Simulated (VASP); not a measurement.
A run of VASP 6.6.1:

The input INCAR:

```
SYSTEM = Ge
PREC = Accurate
ENCUT = 520
EDIFF = 1E-7
ISMEAR = 0
SIGMA = 0.15
LREAL = .False.
LASPH = .True.
NELM = 60
ALGO = Normal
ISIF = 2
LWAVE = .False.
LCHARG = .False.
GGA = PE
NBANDS = 13
```

KPOINTS

```
Automatic mesh
0
Gamma
  20 20 18
  0 0 0
```

The input POSCAR:

```
Ge
1.0
    1.4320777250     -2.6655289000      0.0000000000
    1.4320777250      2.6655289000      0.0000000000
    0.0000000000      0.0000000000      2.5633194500
Ge
1
Direct
    0.5000000000      0.5000000000      0.0000000000
```

Potentials or basis: VASP PAW PBE potentials, release 64 (Ge_d).

Launch:

```console
$ cat potpaw_PBE.64/Ge_d/POTCAR > POTCAR
$ mpirun -np 1 vasp_std > vasp.out
```

Hardware: 1 thread of AMD EPYC 7R13 Processor (Zen 3), on a shared host.

**Question.** Estimate the wall time of this run.

**Answer.** Wall time 4.8 min on 1 thread of AMD EPYC 7R13 Processor (Zen 3), with other jobs on the host, peak memory 0.32 GiB. Counts: scf iterations 12, k points 1110.
